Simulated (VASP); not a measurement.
# BaTiO3 (P4mm) in VASP: notebook

BaTiO3 is run at these levels: PBE; tasks: single point.

All numbers are computed with VASP 6.6.1; they aren't measurements. Logs are shortened: lines on timing, memory, paths and dates and some standing lists are left out, and cuts for length are marked.

## 1. The cell of the first run

The structure is tetragonal, space group P4mm (No. 99). The conventional cell has a = 4.165 Å, b = 4.165 Å, c = 4.390 Å, α = 90.00°, β = 90.00°, γ = 90.00°. Ba (site symmetry 4mm) has 12 O at 2.83 to 3.23 Å and 8 Ti at 3.67 Å within 3.7 Å. Within 2.3 Å of Ti (site symmetry 4mm) lie 5 O at 1.76 to 2.10 Å. O (site symmetry 2mm) has 2 Ti at 2.10 Å within 2.8 Å. Within 2.3 Å of O (site symmetry 4mm) lie 1 Ti at 1.76 Å.

## 2. Single point, PBE (equal strain along all axes, cell held: +4.5 %, then relaxed in part)

Input file INCAR:

```
PREC     = Accurate       # precision mode
ENCUT    = 520            # plane-wave cutoff, eV
EDIFF    = 1E-7           # SCF threshold, eV
ISMEAR   = 0              # smearing method
SIGMA    = 0.02           # smearing width, eV
LREAL    = False          # projectors in reciprocal space
LASPH    = True           # aspherical terms in the spheres
NELM     = 60             # most SCF steps
ALGO     = Normal         # electronic algorithm
ISIF     = 2              # what is computed and relaxed
LWAVE    = False          # write WAVECAR
LCHARG   = False          # write CHGCAR
GGA      = PE             # functional
NBANDS   = 28             # bands
```

Input file KPOINTS:

```
regular mesh
0
Gamma
  8 8 6
```

Input file POSCAR:

```
BaTiO3
1.0
    4.1647950370      0.0000000000      0.0000000000
    0.0000000000      4.1647950370      0.0000000000
    0.0000000000      0.0000000000      4.3895043707
Ba Ti O
1 1 3
Direct
    0.5000000000      0.5000000000      0.6168703799
    0.0000000000      0.0000000000      0.1166471157
    0.0000000000      0.5000000000      0.0540317455
    0.5000000000      0.0000000000      0.0540317455
    0.0000000000      0.0000000000      0.5184160036
```

Potentials or basis: VASP PAW PBE potentials, release 64 (Ba_sv, Ti_sv, O).

Run with:

```bash
$ cat potpaw_PBE.64/Ba_sv/POTCAR potpaw_PBE.64/Ti_sv/POTCAR potpaw_PBE.64/O/POTCAR > POTCAR
$ mpirun -np 1 vasp_std > vasp.out
```

OUTCAR:

```text
PREC = Accurate
   ENCUT = 520
   EDIFF = 1E-7
   ISMEAR = 0
   LREAL = False
   LASPH = True
   NELM = 60
   ISIF = 2
   GGA = PE

 ion  position               nearest neighbor table
   1  0.500  0.500  0.617-   3 2.83   4 2.83   4 2.83   3 2.83   5 2.98   5 2.98   5 2.98   5 2.98
                             3 3.23   4 3.23   3 3.23   4 3.23   2 3.67   2 3.67   2 3.67   2 3.67
   2  0.000  0.000  0.117-   5 1.76   4 2.10   3 2.10   3 2.10   4 2.10   1 3.67   1 3.67   1 3.67
                             1 3.67   1 3.67   1 3.67   1 3.67   1 3.67
   3  0.000  0.500  0.054-   2 2.10   2 2.10   1 2.83   1 2.83   1 3.23   1 3.23
   4  0.500  0.000  0.054-   2 2.10   2 2.10   1 2.83   1 2.83   1 3.23   1 3.23
   5  0.000  0.000  0.518-   2 1.76   1 2.98   1 2.98   1 2.98   1 2.98

  LATTYP: Found a simple tetragonal cell.
 ALAT       =     4.1647950370
 C/A-ratio  =     1.0539544760

  Lattice vectors:

 A1 = (   4.1647950370,   0.0000000000,   0.0000000000)
 A2 = (   0.0000000000,   4.1647950370,   0.0000000000)
 A3 = (   0.0000000000,   0.0000000000,   4.3895043707)

Analysis of symmetry for initial positions (statically):
=====================================================================
 Subroutine PRICEL returns:
 Original cell was already a primitive cell.

 Routine SETGRP: Setting up the symmetry group for a
 simple tetragonal supercell.

 Subroutine GETGRP returns: Found  8 space group operations
 (whereof  8 operations were pure point group operations)
 out of a pool of 16 trial point group operations.

The static configuration has the point symmetry C_4v.

Analysis of symmetry for dynamics (positions and initial velocities):
=====================================================================
 Subroutine PRICEL returns:
 Original cell was already a primitive cell.

 Routine SETGRP: Setting up the symmetry group for a
 simple tetragonal supercell.

 Subroutine GETGRP returns: Found  8 space group operations
 (whereof  8 operations were pure point group operations)
 out of a pool of 16 trial point group operations.

The dynamic configuration has the point symmetry C_4v.

 Subroutine INISYM returns: Found  8 space group operations
 (whereof  8 operations are pure point group operations),
 and found     1 'primitive' translations

----------------------------------------------------------------------------------------

                                     Primitive cell

  volume of cell :      76.1382

  direct lattice vectors                    reciprocal lattice vectors
[... 98 lines left out ...]
   NFREE  =      0    steps in history (QN), initial steepest desc. (CG)
   ISIF   =      2    stress and relaxation
   ISYM   =      2    0-nonsym 1-usesym 2-fastsym
   POTIM  = 0.5000    time-step for ionic-motion
   TEBEG  =    0.0;   TEEND  =   0.0 temperature during run
   PSTRESS=    0.0 pullay stress
   NELECT =      40.0000    total number of electrons
   NUPDOWN=      -1.0000    fix difference up-down
   EMIN   =  10.00;   EMAX   =-10.00  energy-range for DOS
   EFERMI =   0.00;   METHOD = LEGACY
   ISMEAR =     0;   SIGMA  =   0.02  broadening in eV -4-tet -1-fermi 0-gaus
   EFERMI_NEDOS =   21; number of points for ismear=-14 and -15
   IALGO  =     38    algorithm
   IMIX   =      4    mixing-type and parameters
     AMIX     =   0.40;   BMIX     =  1.00
     AMIX_MAG =   1.60;   BMIX_MAG =  1.00
  volume/ion in A,a.u.               =      15.23       102.76
  Fermi-wavevector in a.u.,A,eV,Ry     =   1.320973  2.496277 23.741750  1.744969
  Thomas-Fermi vector in A             =   2.450760
   LORBIT       =      0    0 simple, 1 ext, 2 COOP (PROOUT), +10 PAW based schemes
   GGA     = PE    functional components
   LHFCALC =     F    Hartree Fock is set to
   AEXX    =    0.0000 exact exchange contribution
   IVDW    =     0    specifies the selected vdW correction
   LEPSILON=     F    determine dielectric tensor
   LRPA    =     F    only Hartree local field effects (RPA)
 non-spin polarized calculation
 Gauss-broadening in eV      SIGMA  =   0.02
  energy-cutoff  :      520.00
  volume of cell :       76.14
 maximum number of plane-waves:      2066
 NGX is ok and might be reduce to    32
   NGX = 15   NGY = 15   NGZ = 17

 number of electron      40.0000003 magnetization

 Free energy of the ion-electron system (eV)
  ---------------------------------------------------
  ext. energy  EPLUGINS =         0.00000000
  ---------------------------------------------------
  free energy    TOTEN  =       -39.71095506 eV

  energy without entropy =      -39.71095506  energy(sigma->0) =      -39.71095506

 E-fermi :   3.1105     XC(G=0): -10.3186

 val. band max:        2.8512842745   @ k =   0.5000   0.5000   0.5000
 cond. band min:       4.5317652657   @ k =   0.0000   0.0000   0.0000
 fundamental gap:      1.6804809912
 Fermi energy:         3.1105146084

 k-point     1 :       0.0000    0.0000    0.0000
  band No.  band energies     occupation
      1     -54.0742      2.00000
      2     -30.4576      2.00000
      3     -30.2223      2.00000
      4     -30.2223      2.00000
      5     -22.7530      2.00000
      6     -13.9975      2.00000
[... 733 lines left out ...]
     27       9.7482      0.00000
     28      10.0884      0.00000

 [... further k-points ...]

------------------------ aborting loop because EDIFF is reached ----------------------------------------

  FORCE on cell =-STRESS in cart. coord.  units (eV):
  Direction    XX          YY          ZZ          XY          YZ          ZX
  --------------------------------------------------------------------------------------
  -------------------------------------------------------------------------------------
  Total       -6.1380359     -6.1380359     -2.6153029      0.0000000      0.0000000      0.0000000
  in kB     -129.1627413   -129.1627413    -55.0338401      0.0000000      0.0000000      0.0000000
  external PRESSURE =    -104.4531076 kB  Pullay stress =       0.0000000 kB

 VOLUME and BASIS-vectors are now :
 -----------------------------------------------------------------------------
  energy-cutoff  :      520.00
  volume of cell :       76.14
      direct lattice vectors                 reciprocal lattice vectors
     4.164795037  0.000000000  0.000000000     0.240107854  0.000000000  0.000000000
     0.000000000  4.164795037  0.000000000     0.000000000  0.240107854  0.000000000
     0.000000000  0.000000000  4.389504371     0.000000000  0.000000000  0.227816153

 POSITION                                       TOTAL-FORCE (eV/Angst)
 -----------------------------------------------------------------------------------
      2.08240      2.08240      2.70776         0.000000      0.000000     -0.086009
      0.00000      0.00000      0.51202         0.000000     -0.000000     -0.128841
      0.00000      2.08240      0.23717         0.000000     -0.000000      0.040063
      2.08240      0.00000      0.23717         0.000000     -0.000000      0.040063
      0.00000      0.00000      2.27559         0.000000     -0.000000      0.134723
 -----------------------------------------------------------------------------------
    total drift:                                0.000000     -0.000000     -0.000101

  FREE ENERGIE OF THE ION-ELECTRON SYSTEM (eV)
  ---------------------------------------------------
  free  energy   TOTEN  =       -39.7109550610 eV

  energy  without entropy=      -39.7109550610  energy(sigma->0) =      -39.71095506
```

stdout:

```text
POSCAR found type information on POSCAR BaTiO
 POSCAR found :  3 types and       5 ions
 scaLAPACK will be used
 LDA part: xc-table for (Slater+PW92), standard interpolation
 POSCAR, INCAR and KPOINTS ok, starting setup
 FFT: planning ... GRIDC
 FFT: planning ... GRID_SOFT
 FFT: planning ... GRID
 WAVECAR not read
 entering main loop
```

Wall time 1.8 min (1 thread of Intel Xeon 6975P-C, shared host); peak memory 0.27 GiB.

What came out:

```
Free energy            : -39.7110 eV
Pressure               : -10.4 GPa
Largest force          : 0.135 eV/Å
Band gap on the k mesh : 1.68 eV, indirect (least direct gap 2.23 eV)
```

Forces in eV/Å, atoms in the order of the input:
```
Ba   0.000  0.000 -0.086
Ti   0.000  0.000 -0.129
O    0.000  0.000  0.040
O    0.000  0.000  0.040
O    0.000  0.000  0.135
```

Stress tensor (GPa, compression positive):
```
-12.92   0.00   0.00
  0.00 -12.92   0.00
  0.00   0.00  -5.50
```

Levels at points of the mesh, in eV from the valence-band top:
| k point | band 18 | band 19 | band 20 | band 21 | band 22 | band 23 |
| --- | --- | --- | --- | --- | --- | --- |
| (0.00, 0.00, 0.00) | -1.17 | -0.55 | -0.55 | 1.68 | 2.66 | 2.66 |
| (0.50, 0.00, 0.00) | -1.68 | -1.58 | -1.40 | 2.62 | 2.92 | 3.14 |
| (0.50, 0.50, 0.00) | -1.21 | -1.21 | -0.05 | 3.18 | 3.18 | 3.37 |
| (0.00, 0.00, 0.50) | -1.70 | -0.67 | -0.67 | 1.77 | 3.29 | 3.29 |
| (0.50, 0.00, 0.50) | -1.14 | -1.03 | -0.58 | 2.98 | 3.28 | 3.30 |
| (0.50, 0.50, 0.50) | -0.56 | -0.56 | 0.00 | 3.44 | 3.49 | 3.49 |

Caveat: the cell differs from its parent crystal (equal strain along all axes, cell held: +4.5 %, then relaxed in part); spin-orbit coupling is left out, which moves the levels of the heavy elements. A k mesh can miss the band edges.

## 3. Single point, PBE

This run uses another cell than the first one, of 13.34 Å³/atom, 0.876 times its volume.

Input file INCAR:

```
PREC = Accurate ; ENCUT = 520
EDIFF = 1E-7 ; ISMEAR = 0
SIGMA = 0.02 ; LREAL = False
LASPH = True ; NELM = 80
ALGO = Normal ; ISIF = 2
LWAVE = False ; LCHARG = True
GGA = PE ; LELF = True
LVHAR = True ; NBANDS = 28
```

Input file KPOINTS:

```
regular mesh
0
Gamma
  8 8 8
```

Input file POSCAR:

```
BaTiO3
1.0
    3.9854497962      0.0000000000      0.0000000000
    0.0000000000      3.9854497962      0.0000000000
    0.0000000000      0.0000000000      4.2004826514
Ba Ti O
1 1 3
Direct
    0.5000000000      0.5000000000      0.5912757175
    0.0000000000      0.0000000000      0.1084227160
    0.0000000000      0.5000000000      0.0602445497
    0.5000000000      0.0000000000      0.0602445497
    0.0000000000      0.0000000000      0.5398094571
```

Potentials or basis: VASP PAW PBE potentials, release 64 (Ba_sv, Ti_sv, O).

Run with:

```bash
$ cat potpaw_PBE.64/Ba_sv/POTCAR potpaw_PBE.64/Ti_sv/POTCAR potpaw_PBE.64/O/POTCAR > POTCAR
$ mpirun -np 1 vasp_std > vasp.out
```

Wall time 2.3 min (1 thread of Intel Xeon 6975P-C, shared host); peak memory 0.28 GiB.

The run converged. Its results:

```
Free energy            : -40.0402 eV
Pressure               : 1.6 GPa
Largest force          : 0.083 eV/Å
Band gap on the k mesh : 1.79 eV, indirect (least direct gap 2.35 eV)
```

Forces on the atoms (eV/Å):
```
Ba   0.000  0.000 -0.050
Ti   0.000  0.000 -0.082
O    0.000  0.000  0.024
O    0.000  0.000  0.024
O    0.000  0.000  0.083
```

Stress tensor (GPa, compression positive):
```
1.58 0.00 0.00
0.00 1.58 0.00
0.00 0.00 1.66
```

Levels at points of the mesh, in eV from the valence-band top:
```
           k point  band 17  band 18  band 19  band 20  band 21  band 22  band 23  band 24
(0.00, 0.00, 0.00)    -1.33    -0.93    -0.57    -0.57     1.79     2.43     2.43     4.00
(0.50, 0.00, 0.00)    -1.97    -1.72    -1.59    -1.34     2.51     3.42     3.53     4.08
(0.50, 0.50, 0.00)    -2.04    -1.17    -1.17    -0.06     3.56     3.56     3.90     4.09
(0.00, 0.00, 0.50)    -2.07    -2.00    -0.74    -0.74     1.91     3.43     3.43     4.01
(0.50, 0.00, 0.50)    -1.86    -1.18    -1.09    -0.52     3.45     3.47     3.70     4.77
(0.50, 0.50, 0.50)    -2.64    -0.46    -0.46     0.00     3.95     3.95     4.06     5.93
```

Caveat: spin-orbit coupling is left out, which moves the levels of the heavy elements. A k mesh can miss the band edges.
